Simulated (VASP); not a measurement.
Wanted: the native input for a VASP 6.6.1 run.

```yaml
Task: single point
Functional: PBE
Potentials_or_basis: VASP PAW PBE potentials, release 64 (Ba_sv, Ti_sv, O)
Cutoff: 520 eV
k_mesh: 7 × 7 × 7
Occupations: fermi-dirac, width 0.05 eV
Spin: no spin polarisation
Dipole_correction: no
Further_INCAR_settings: ALGO = Normal; EDIFF = 1e-07; NBANDS = 28
```

The structure of BaTiO3 lies in POSCAR:

```
BaTiO3
1.0
    3.9917695115      0.0000000000      0.0000000000
    0.0000000000      3.9917695115      0.0000000000
    0.0000000000      0.0000000000      4.2309116005
Ba Ti O
1 1 3
Direct
    0.0000000000      0.0000000000     -0.0107352753
    0.5000000000      0.5000000000      0.4710341485
    0.0000000000      0.5000000000      0.5199679323
    0.5000000000      0.0000000000      0.5199679323
    0.5000000000      0.5000000000      0.0427652621
```

These files were run (other wordings do the same):

INCAR

```
SYSTEM = BaTiO3
PREC = Accurate
ENCUT = 520
EDIFF = 1E-7
ISMEAR = -1
SIGMA = 0.05
LREAL = .FALSE.
LASPH = .TRUE.
NELM = 60
ALGO = Normal
ISIF = 2
LWAVE = .FALSE.
LCHARG = .FALSE.
GGA = PE
NBANDS = 28
```

KPOINTS

```
Automatic mesh
0
G
  7 7 7
  0 0 0
```

Potentials or basis: VASP PAW PBE potentials, release 64 (Ba_sv, Ti_sv, O).

Run with:

```bash
$ cat potpaw_PBE.64/Ba_sv/POTCAR potpaw_PBE.64/Ti_sv/POTCAR potpaw_PBE.64/O/POTCAR > POTCAR
$ mpirun -np 1 vasp_std > vasp.out
```

Results of the run:

```
Pressure               : 0.4 GPa
Largest force          : 0.040 eV/Å
Band gap on the k mesh : 1.88 eV (least direct gap 2.36 eV)
```

Caveat: spin-orbit coupling is left out, which moves the levels of the heavy elements; an odd mesh through Γ misses points on the zone boundary, where band edges can lie.

Run time: 2 min on 1 thread of Intel Xeon 8259CL (shared host), peak memory 0.23 GiB.
